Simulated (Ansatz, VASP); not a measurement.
## One calculation of BaF2, two programs

File INCAR:

```
SYSTEM = BaF2
  PREC = Accurate
  ENCUT = 600
  EDIFF = 1E-6
  ISMEAR = 0
  SIGMA = 0.02
  LREAL = .False.
  LASPH = .True.
  NELM = 120
  ALGO = Normal
  ISIF = 2
  LWAVE = .False.
  LCHARG = .False.
  GGA = PE
  NBANDS = 19
  GGA_COMPAT = .False.
```

Contents of KPOINTS:

```
Automatic mesh
0
Gamma
  6 6 6
  0 0 0
```

The input POSCAR:

```
BaF2
1.0
    0.0000000000      3.1539237674      3.1539237674
    3.1539237674      0.0000000000      3.1539237674
    3.1539237674      3.1539237674      0.0000000000
Ba F
1 2
Direct
    0.0000000000      0.0000000000      0.0000000000
    0.2500000000      0.2500000000      0.2500000000
    0.7500000000      0.7500000000      0.7500000000
```

Input for Ansatz:

```yaml
crystal:
  lattice:
    - [0.0, 3.1539237674, 3.1539237674]
    - [3.1539237674, 0.0, 3.1539237674]
    - [3.1539237674, 3.1539237674, 0.0]
  atoms:
    - { symbol: Ba, position: [0.0, 0.0, 0.0] }
    - { symbol: F, position: [0.25, 0.25, 0.25] }
    - { symbol: F, position: [0.75, 0.75, 0.75] }
basis:
  ecutwfc: 420
kpoints:
  mp_grid: { grid: [6, 6, 6] }
hamiltonian:
  xc: pbe
scf:
  occupations: { method: gaussian, width: 0.02 }
output:
  forces: true
  stress: true
  eigenvalues: true
```

Alike in both runs: task single point; functional PBE; k mesh 6 × 6 × 6; occupations gaussian, width 0.02 eV; no spin polarisation.

|  | VASP | Ansatz |
| --- | --- | --- |
| version | VASP 6.6.1 | Ansatz 0.2.0 |
| potentials or method | VASP PAW PBE potentials, release 64 (Ba_sv, F), cutoff 600 eV | scalar-relativistic, plane waves, PAW |
| valence electrons in the cell | 24 | 24 |

|  | VASP | Ansatz | Ansatz less VASP |
| --- | --- | --- | --- |
| gap on the k mesh at the Fermi level (eV) | 6.54 | 6.61 | +0.067 |
| least direct gap on the mesh (eV) | 6.59 | 6.67 | +0.076 |
| pressure (GPa) | -0.7 | -1.5 | -0.77 |

The functional is the same, so the differences come from potentials, cutoffs and numerics.

Spin-orbit coupling is off throughout.
